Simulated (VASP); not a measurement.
Sn3GeO:

```
Sn Ge O
1.0
     5.62590    0.00000    0.00000
     0.00000    5.62590    0.00000
     0.00000    0.00000    5.62590
Sn Ge O
3 1 1
Direct
  0.50000 0.00000 0.00000
  0.00000 0.50000 0.00000
  0.00000 0.00000 0.50000
  0.50000 0.50000 0.50000
  0.00000 0.00000 0.00000
```

- Program: VASP 6.6.1
- Task: relaxation of cell and atoms
- Functional: PBE
- Potentials or basis: VASP PAW PBE potentials, release 64 (Sn_d, Ge_d, O)
- Cutoff: 600 eV
- k mesh: 4 × 4 × 4
- Occupations: gaussian, width 0.1 eV
- Spin: no spin polarisation

At the start: pressure -10.0 GPa; volume 35.61 Å³/atom.

**Question.** How do energy, volume and symmetry change on relaxing?

**Answer.** Over 4 steps the energy falls by 592.8 meV/atom and the volume is 22.92 Å³/atom (-35.7 %); space group Pm-3m (No. 221, to 0.05 Å).

Step by step:
```csv
step,energy change (eV),largest force (eV/Å),pressure (GPa),volume (Å³)
1,0.0000,0.0000,-10.01,178.06
2,-2.7682,0.0000,-4.85,126.66
3,-2.9620,0.0000,-0.55,115.79
4,-2.9641,0.0000,0.04,114.58
```

Final structure:
```
Sn Ge O
1.0
     4.85703    0.00000    0.00000
     0.00000    4.85703    0.00000
     0.00000    0.00000    4.85703
Sn Ge O
3 1 1
Direct
  0.50000 0.00000 0.00000
  0.00000 0.50000 0.00000
  0.00000 0.00000 0.50000
  0.50000 0.50000 0.50000
  0.00000 0.00000 0.00000
```

Caveat: the volume moved by over 15 % at a fixed basis, so the end points are rough.
